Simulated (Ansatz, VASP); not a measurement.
## One calculation of Li2ClF, two programs

```
F Li Cl
1.0
     3.34315    0.00000    0.00000
     0.00000    3.34315    0.00000
     0.00000    0.00000    4.60128
F Li Cl
1 2 1
Direct
  0.00000 0.00000 0.00000
  0.00000 0.00000 0.50000
  0.50000 0.50000 0.00000
  0.50000 0.50000 0.50000
```

Alike in both runs: task single point; functional PBE-based screened hybrid with a share of 0.15 of exact exchange and HFSCREEN = 0.5; k mesh 4 × 4 × 4; no spin polarisation.

|  | VASP | Ansatz |
| --- | --- | --- |
| version | VASP 6.6.1 | Ansatz 0.2.0 |
| potentials or method | VASP PAW PBE potentials, release 64 (F, Li_sv, Cl) | plane waves |
| plane-wave cutoff (eV) | 520 | 420 |
| occupations | gaussian, width 0.01 eV | fixed |
| valence electrons in the cell | 20 | 20 |

|  | VASP | Ansatz | Ansatz less VASP |
| --- | --- | --- | --- |
| gap on the k mesh at the Fermi level (eV) | 7.08 | 7.08 | -0.002 |

VASP's potentials were made for PBE, not for PBE-based screened hybrid. Ansatz's warnings: stress exchange threshold loose, stress scf threshold loose.

The k mesh is coarse, so the values compare programs but aren't converged. Noted on VASP's run: the cutoff is under 1.25 times that of the potentials, so the pressure is a little rough.
